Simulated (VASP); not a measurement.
Runs of VASP 6.6.1 on ZnS. The structure is that of space group P6_3mc (No. 186), or close to it. The cells are those of the table. 

```csv
cell,gap on the mesh (eV),pressure (GPa),largest force (eV/Å)
"a = 3.769, b = 3.769, c = 6.246 Å, angles 90.0, 90.0, 120.0°, 4 atoms",2.86,1.7,0.08
"a = 3.731, b = 3.731, c = 6.246 Å, angles 90.0, 90.0, 120.0°, 4 atoms",2.92,3.5,0.17
"a = 3.826, b = 3.826, c = 6.246 Å, angles 90.0, 90.0, 120.0°, 4 atoms",(a),-0.7,0.03
"a = 3.873, b = 3.873, c = 6.246 Å, angles 90.0, 90.0, 120.0°, 4 atoms",2.65,-2.5,0.09
"a = 3.788, b = 3.788, c = 6.246 Å, angles 90.0, 90.0, 120.0°, 4 atoms",(b),0.9,0.04
```

Alike in all rows: task single point; level r2SCAN; potentials or basis VASP PAW PBE potentials, release 64 (Zn, S); no spin polarisation; k mesh 6 × 6 × 4; cutoff (eV) 520; smearing gaussian 0.05 eV.

Task: Fill in the values left out.

Result: (a) 2.75; (b) 2.82.

Caveats: the PAW data sets were made with another functional, which shifts forces and pressure a little; the cell stands under pressure (at least some runs).

